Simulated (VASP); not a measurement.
A run of VASP 6.6.1:

Contents of INCAR:

```
ALGO     = Normal         # electronic algorithm
EDIFF    = 1E-7           # SCF threshold, eV
ENCUT    = 520            # plane-wave cutoff, eV
GGA      = PE             # functional
ISIF     = 2              # what is computed and relaxed
ISMEAR   = -1             # smearing method
LASPH    = True           # aspherical terms in the spheres
LCHARG   = True           # write CHGCAR
LELF     = True           # ELF
LREAL    = False          # projectors in reciprocal space
LVHAR    = True         
LWAVE    = False          # write WAVECAR
NBANDS   = 29             # bands
NELM     = 60             # most SCF steps
PREC     = Accurate       # precision mode
SIGMA    = 0.02           # smearing width, eV
```

File KPOINTS:

```
k-points
0
Gamma
  6 6 6
```

Contents of POSCAR:

```
KZnF3
1.0
    4.0461677399      0.0000000000      0.0000000000
    0.0000000000      4.0461677399      0.0000000000
    0.0000000000      0.0000000000      4.0461677399
K Zn F
1 1 3
Direct
    0.0000000000      0.0000000000      0.0000000000
    0.5000000000      0.5000000000      0.5000000000
    0.5000000000      0.5000000000      0.0000000000
    0.5000000000      0.0000000000      0.5000000000
    0.0000000000      0.5000000000      0.5000000000
```

Potentials or basis: VASP PAW PBE potentials, release 64 (K_sv, Zn, F).

Launch:

```bash
$ cat potpaw_PBE.64/K_sv/POTCAR potpaw_PBE.64/Zn/POTCAR potpaw_PBE.64/F/POTCAR > POTCAR
$ mpirun -np 1 vasp_std > vasp.out
```

Hardware: 1 thread of Intel(R) Xeon(R) 6975P-C (Granite Rapids), with other jobs on the host.

**Question.** Estimate the wall time of this run.

**Answer.** It took 21 s on 1 thread of Intel(R) Xeon(R) 6975P-C (Granite Rapids), on a shared host, peak memory 0.18 GiB. Counts: scf iterations 18, k points 20.
